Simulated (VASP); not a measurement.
# HC18Cl in VASP: further runs, part 2 of 2

VASP 6.6.1. Earlier steps stand in the parts before.

**5. Single point, LDA**

File INCAR:

```
SYSTEM = HC18Cl
ALGO = Normal ; EDIFF = 1E-6
ENCUT = 520 ; GGA_COMPAT = .FALSE.
ISIF = 2 ; ISMEAR = 0
LASPH = .TRUE. ; LCHARG = .FALSE.
LREAL = .FALSE. ; LWAVE = .FALSE.
NBANDS = 56 ; NELM = 120
NELMDL = -8 ; PREC = Accurate
SIGMA = 0.05
```

File KPOINTS:

```
k-points
0
G
  2 2 1
  0 0 0
```

File POSCAR:

```
HC18Cl
1.0
    7.3980000000      0.0000000000      0.0000000000
   -3.6990000000      6.4068560000      0.0000000000
    0.0000000000      0.0000000000     12.0000000000
C Cl H
18 1 1
Direct
    0.0017899086     -0.0219176145      0.0761982500
    0.2226401073      0.0883272544      0.0761489167
   -0.0002663695      0.3112472014      0.0762225833
    0.2245943025      0.4237338876      0.0761432500
    0.0019109775      0.6467635608      0.0762409167
    0.2227022652      0.7571712241      0.0763666667
    0.3330931507     -0.0220580890      0.0762521667
    0.5580745474      0.0903602329      0.0761600000
    0.3348063875      0.3131818477      0.0758898333
    0.5560559307      0.4237936673      0.0759789167
    0.3351584434      0.6447199687      0.0762440833
    0.5561058110      0.7552773154      0.0760600833
    0.6685987047     -0.0198755833      0.0761799167
    0.8893538788      0.0905125697      0.0761976667
    0.6686908321      0.3111743108      0.0759558333
    0.8894881282      0.4217745802      0.0761628333
    0.6666777094      0.6450539859      0.0757559167
    0.8915462074      0.7572216388      0.0760824167
    0.5420967873      0.4661724877      0.3579191667
    0.5450776972      0.4544673706      0.2493404167
```

On the command line:

```sh
> cat potpaw_LDA.64/C/POTCAR potpaw_LDA.64/Cl/POTCAR potpaw_LDA.64/H/POTCAR > POTCAR
> mpirun -np 1 vasp_std > vasp.out
```

Wall time 1.9 min (1 thread of Intel Xeon 6975P-C (Granite Rapids), shared host); peak memory 0.49 GiB.

It converged, with:

| Quantity | Value |
| --- | --- |
| Free energy | -187.5361 eV |
| Largest force | 0.074 eV/Å |
| Band gap on the k mesh | 0.18 eV, direct |

Forces on the atoms (eV/Å):
```
C    0.002  0.006  0.000
C   -0.003  0.002  0.000
C    0.005 -0.002  0.000
C    0.000 -0.005  0.000
C   -0.007 -0.003  0.000
C    0.007  0.003  0.000
C    0.004 -0.003  0.000
C    0.000 -0.007  0.000
C   -0.004 -0.005  0.001
C    0.007  0.001 -0.004
C    0.000  0.007  0.000
C   -0.009  0.003 -0.001
C   -0.007 -0.004  0.000
C    0.006  0.003 -0.001
C   -0.002  0.008  0.001
C   -0.005  0.004  0.000
C    0.007 -0.005  0.001
C    0.004 -0.007  0.000
Cl  -0.001 -0.003 -0.070
H   -0.006  0.005  0.073
```

Levels at points of the mesh, in eV from the valence-band top:
```
           k point  band 37  band 38  band 39  band 40  band 41  band 42  band 43  band 44
(0.00, 0.00, 0.00)    -2.78    -2.78    -0.04     0.00     0.18     0.22     3.54     4.60
(0.50, 0.00, 0.00)    -2.55    -2.51    -2.49    -2.24     1.71     2.48     2.57     2.61
(0.00, 0.50, 0.00)    -2.56    -2.51    -2.48    -2.24     1.70     2.48     2.56     2.61
(0.50, 0.50, 0.00)    -2.52    -2.51    -2.48    -2.25     1.72     2.52     2.54     2.59
```

Caveat: the k points lie up to 0.49 Å⁻¹ apart.

**6. Single point, LDA**

File INCAR:

```
  PREC = Accurate
  ENCUT = 520
  EDIFF = 1E-6
  ISMEAR = 0
  SIGMA = 0.05
  LREAL = False
  LASPH = True
  NELM = 120
  ALGO = Normal
  ISIF = 2
  LWAVE = False
  LCHARG = True
  GGA = CA
  LELF = True
  LVHAR = True
  NBANDS = 56
  GGA_COMPAT = False
  NELMDL = -8
```

File KPOINTS:

```
regular mesh
0
Gamma
  2 2 1
```

File POSCAR:

```
HC18Cl
1.0
    7.3980000000      0.0000000000      0.0000000000
   -3.6990000000      6.4068560000      0.0000000000
    0.0000000000      0.0000000000     12.0000000000
C Cl H
18 1 1
Direct
    0.0040201789     -0.0214816753      0.0743087500
    0.2251931562      0.0889153744      0.0742665000
    0.0021527321      0.3120251181      0.0743355000
    0.2269626300      0.4245216374      0.0741843333
    0.0044733592      0.6473679134      0.0743825833
    0.2249661977      0.7576193378      0.0744792500
    0.3355107624     -0.0212882887      0.0743953333
    0.5604677516      0.0911339353      0.0743662500
    0.3373680878      0.3137851077      0.0739955000
    0.5583493855      0.4242637887      0.0742159167
    0.3373872828      0.6451668338      0.0743156667
    0.5586752885      0.7558796389      0.0741365000
    0.6711446466     -0.0192876194      0.0743146667
    0.8916101942      0.0909589665      0.0743217500
    0.6709203563      0.3116455247      0.0742739167
    0.8920584048      0.4224009405      0.0743620833
    0.6691087393      0.6458233180      0.0739029167
    0.8939237910      0.7579730214      0.0742173333
    0.5039877651      0.4831174604      0.3538868333
    0.5228536271      0.4543066053      0.2480882500
```

Potentials or basis: VASP PAW LDA potentials, release 64 (C, Cl, H).

On the command line:

```sh
> cat potpaw_LDA.64/C/POTCAR potpaw_LDA.64/Cl/POTCAR potpaw_LDA.64/H/POTCAR > POTCAR
> mpirun -np 1 vasp_std > vasp.out
```

It took 2.1 min on 1 thread of Intel Xeon 6975P-C (Granite Rapids), shared host; peak memory 0.49 GiB.

Results (log left out):

```yaml
Free_energy: -187.5386 eV
Largest_force: 0.074 eV/Å
Band_gap_on_the_k_mesh: 0.19 eV, direct
```

Forces in eV/Å, atoms in the order of the input:
```
C    0.001  0.004  0.000
C   -0.003  0.001  0.000
C    0.003 -0.001  0.000
C    0.003 -0.003  0.000
C   -0.004 -0.002  0.000
C    0.003  0.002  0.000
C    0.003 -0.002  0.000
C    0.000 -0.005  0.000
C   -0.002 -0.001  0.000
C    0.002  0.003 -0.001
C    0.003  0.004  0.000
C   -0.004  0.000  0.000
C   -0.004 -0.002  0.000
C    0.004  0.002  0.000
C    0.000  0.005  0.000
C   -0.003  0.002  0.000
C    0.002 -0.004  0.000
C    0.002 -0.004  0.000
Cl   0.008 -0.008 -0.071
H   -0.016  0.011  0.072
```

Levels at points of the mesh, in eV from the valence-band top:
```csv
k point,band 38,band 39,band 40,band 41,band 42,band 43
"(0.00, 0.00, 0.00)",-2.80,-0.04,0.00,0.19,0.22,3.52
"(0.50, 0.00, 0.00)",-2.51,-2.49,-2.24,1.70,2.49,2.57
"(0.00, 0.50, 0.00)",-2.50,-2.49,-2.24,1.71,2.49,2.57
"(0.50, 0.50, 0.00)",-2.50,-2.48,-2.25,1.72,2.52,2.54
```

Caveat: the k points lie up to 0.49 Å⁻¹ apart.

**7. Single point, LDA**

File INCAR:

```
SYSTEM = HC18Cl
PREC = Accurate
ENCUT = 520
EDIFF = 1E-6
ISMEAR = 0
SIGMA = 0.05
LREAL = .False.
LASPH = .True.
NELM = 120
ALGO = Normal
ISIF = 2
LWAVE = .False.
LCHARG = .True.
GGA = CA
LELF = .True.
LVHAR = .True.
NBANDS = 56
GGA_COMPAT = .False.
NELMDL = -8
```

File KPOINTS:

```
Automatic mesh
0
Gamma
  2 2 1
  0 0 0
```

File POSCAR:

```
HC18Cl
1.0
    7.3980000000      0.0000000000      0.0000000000
   -3.6990000000      6.4068560000      0.0000000000
    0.0000000000      0.0000000000     12.0000000000
C Cl H
18 1 1
Direct
    0.0061814014     -0.0212592573      0.0724705833
    0.2275991192      0.0892550106      0.0724717500
    0.0044692868      0.3125263000      0.0724358333
    0.2292225258      0.4250335890      0.0721827500
    0.0068712813      0.6476984967      0.0725522500
    0.2271494890      0.7578261475      0.0725603333
    0.3378221256     -0.0208091145      0.0725681667
    0.5627425894      0.0916187284      0.0725830000
    0.3397957791      0.3141444103      0.0722380000
    0.5605639587      0.4245269443      0.0725872500
    0.3395452504      0.6454022066      0.0722934167
    0.5610775018      0.7562298887      0.0721917500
    0.6735291154     -0.0189671814      0.0724476667
    0.8937909483      0.0911793554      0.0724719167
    0.6730682006      0.3119063391      0.0726363333
    0.8944644915      0.4227797534      0.0725701667
    0.6714180332      0.6463018679      0.0721412500
    0.8961910390      0.7584312805      0.0724202500
    0.4706777041      0.5035416747      0.3485332500
    0.4978944928      0.4552264012      0.2476440000
```

Potentials or basis: VASP PAW LDA potentials, release 64 (C, Cl, H).

On the command line:

```sh
> cat potpaw_LDA.64/C/POTCAR potpaw_LDA.64/Cl/POTCAR potpaw_LDA.64/H/POTCAR > POTCAR
> mpirun -np 1 vasp_std > vasp.out
```

OUTCAR:

```text
SYSTEM = HC18Cl
   PREC = Accurate
   ENCUT = 520
   EDIFF = 1E-6
   ISMEAR = 0
   LREAL = .False.
   LASPH = .True.
   NELM = 120
   ISIF = 2
   GGA = CA
   NELMDL = -8

 ion  position               nearest neighbor table
   1  0.006  0.979  0.072-  18 1.41   2 1.42  14 1.44
   2  0.228  0.089  0.072-   7 1.41   1 1.42   9 1.44
   3  0.004  0.313  0.072-  16 1.41  14 1.42   4 1.44
   4  0.229  0.425  0.072-  11 1.41   9 1.42   3 1.44
   5  0.007  0.648  0.073-   6 1.41  18 1.42  16 1.44
   6  0.227  0.758  0.073-   5 1.41   7 1.42  11 1.44
[... 10 lines left out ...]
  17  0.671  0.646  0.072-  12 1.41  10 1.42  18 1.44
  18  0.896  0.758  0.072-   1 1.41   5 1.42  17 1.44
  19  0.471  0.504  0.349-  20 1.31
  20  0.498  0.455  0.248-  19 1.31

  LATTYP: Found a hexagonal cell.
 ALAT       =     7.3980000000
 C/A-ratio  =     1.6220600162

  Lattice vectors:

 A1 = (   7.3980000000,   0.0000000000,   0.0000000000)
 A2 = (  -3.6990000000,   6.4068560000,   0.0000000000)
 A3 = (   0.0000000000,   0.0000000000,  12.0000000000)

Analysis of symmetry for initial positions (statically):
=====================================================================
 Subroutine PRICEL returns:
 Original cell was already a primitive cell.

 Routine SETGRP: Setting up the symmetry group for a
 hexagonal supercell.

 Subroutine GETGRP returns: Found  1 space group operations
 (whereof  1 operations were pure point group operations)
 out of a pool of 24 trial point group operations.

The static configuration has the point symmetry C_1 .

Analysis of symmetry for dynamics (positions and initial velocities):
=====================================================================
 Subroutine PRICEL returns:
 Original cell was already a primitive cell.

 Routine SETGRP: Setting up the symmetry group for a
[... 143 lines left out ...]
  Fermi-wavevector in a.u.,A,eV,Ry     =   0.851382  1.608879  9.862209  0.724852
  Thomas-Fermi vector in A             =   1.967507
   LORBIT       =      0    0 simple, 1 ext, 2 COOP (PROOUT), +10 PAW based schemes
   GGA     = CA    functional components
   LHFCALC =     F    Hartree Fock is set to
   AEXX    =    0.0000 exact exchange contribution
   IVDW    =     0    specifies the selected vdW correction
   LEPSILON=     F    determine dielectric tensor
   LRPA    =     F    only Hartree local field effects (RPA)
 non-spin polarized calculation
 Gauss-broadening in eV      SIGMA  =   0.05
  energy-cutoff  :      520.00
  volume of cell :      568.78
 maximum number of plane-waves:     15363
 NGX is ok and might be reduce to    56
   NGX = 27   NGY = 27   NGZ = 45

 number of electron      80.0000002 magnetization

 Free energy of the ion-electron system (eV)
  ---------------------------------------------------
  ext. energy  EPLUGINS =         0.00000000
  ---------------------------------------------------
  free energy    TOTEN  =      -187.54041661 eV

  energy without entropy =     -187.54011498  energy(sigma->0) =     -187.54026580

 E-fermi :  -1.9732     XC(G=0):  -4.3328

 val. band max:       -2.0716599593   @ k =   0.0000   0.0000   0.0000
 cond. band min:      -1.8737528510   @ k =   0.0000   0.0000   0.0000
 fundamental gap:      0.1979071083
 Fermi energy:        -1.9732366164

 k-point     1 :       0.0000    0.0000    0.0000
  band No.  band energies     occupation
      1     -21.2732      2.00000
      2     -18.8355      2.00000
      3     -18.7675      2.00000
      4     -18.6887      2.00000
      5     -18.6662      2.00000
      6     -18.6389      2.00000
[... 209 lines left out ...]
     51       4.2181      0.00000
     52       4.2503      0.00000
 [bands above 52 left out]

------------------------ aborting loop because EDIFF is reached ----------------------------------------

  FORCE on cell =-STRESS in cart. coord.  units (eV):
  Direction    XX          YY          ZZ          XY          YZ          ZX
  --------------------------------------------------------------------------------------
  -------------------------------------------------------------------------------------
  Total       -8.9267227     -8.9001454     -0.2620488      0.0586443     -0.0258838      0.0280073
  in kB      -25.1456050    -25.0707396     -0.7381629      0.1651947     -0.0729118      0.0788934
  external PRESSURE =     -16.9848358 kB  Pullay stress =       0.0000000 kB

 VOLUME and BASIS-vectors are now :
 -----------------------------------------------------------------------------
  energy-cutoff  :      520.00
  volume of cell :      568.78
      direct lattice vectors                 reciprocal lattice vectors
     7.398000000  0.000000000  0.000000000     0.135171668  0.078041398  0.000000000
    -3.699000000  6.406856000  0.000000000     0.000000000  0.156082796  0.000000000
     0.000000000  0.000000000 12.000000000     0.000000000  0.000000000  0.083333333

 POSITION                                       TOTAL-FORCE (eV/Angst)
 -----------------------------------------------------------------------------------
     -3.57463      6.27065      0.86965        -0.001714      0.004332      0.000337
      1.35362      0.57184      0.86966        -0.003889      0.002670      0.000209
     -1.12297      2.00231      0.86923         0.005911     -0.001256      0.000062
      0.12359      2.72313      0.86619        -0.003123     -0.005207     -0.000522
     -2.34500      4.14971      0.87063        -0.002136     -0.003025      0.000119
     -1.12275      4.85528      0.87072         0.002802      0.003262     -0.000164
[... 12 lines left out ...]
      1.61947      3.22612      4.18240         0.025100     -0.020659     -0.083609
      1.99954      2.91657      2.97173        -0.025917      0.019868      0.083774
 -----------------------------------------------------------------------------------
    total drift:                                0.000073     -0.000005     -0.000744

  FREE ENERGIE OF THE ION-ELECTRON SYSTEM (eV)
  ---------------------------------------------------
  free  energy   TOTEN  =      -187.5404166141 eV

  energy  without entropy=     -187.5401149836  energy(sigma->0) =     -187.54026580
```

stdout:

```text
POSCAR found type information on POSCAR C ClH
 POSCAR found :  3 types and      20 ions
 scaLAPACK will be used
 -----------------------------------------------------------------------------
|                                                                             |
|                                                                             |
|     You have a (more or less) 'large supercell' and for larger cells it     |
|     might be more efficient to use real-space projection operators.         |
|     Therefore, try LREAL= Auto in the INCAR file.                           |
|     Mind: For very accurate calculation, you might also keep the            |
|     reciprocal projection scheme (i.e. LREAL=.FALSE.).                      |
|                                                                             |
 -----------------------------------------------------------------------------

 LDA part: xc-table for (Slater(with rela. corr.)+CA(PZ))
 , standard interpolation
 POSCAR, INCAR and KPOINTS ok, starting setup
 FFT: planning ... GRIDC
 FFT: planning ... GRID_SOFT
 FFT: planning ... GRID
 WAVECAR not read
 entering main loop
```

It took 2.1 min on 1 thread of Intel Xeon 6975P-C (Granite Rapids), shared host; peak memory 0.49 GiB.

Results:

- Free energy: -187.5404 eV
- Largest force: 0.090 eV/Å
- Band gap on the k mesh: 0.20 eV, direct

Forces on the atoms (eV/Å):
```
C   -0.002  0.004  0.000
C   -0.004  0.003  0.000
C    0.006 -0.001  0.000
C   -0.003 -0.005 -0.001
C   -0.002 -0.003  0.000
C    0.003  0.003  0.000
C    0.007 -0.002  0.000
C   -0.001 -0.005  0.000
C   -0.001 -0.001  0.000
C    0.005  0.003 -0.001
C   -0.003  0.003  0.000
C   -0.001  0.006  0.000
C   -0.003 -0.003  0.000
C    0.004  0.001  0.000
C   -0.004  0.004  0.000
C   -0.002  0.004  0.000
C    0.006 -0.005  0.000
C   -0.004 -0.005  0.000
Cl   0.025 -0.021 -0.084
H   -0.026  0.020  0.084
```

Caveat: the k points lie up to 0.49 Å⁻¹ apart.
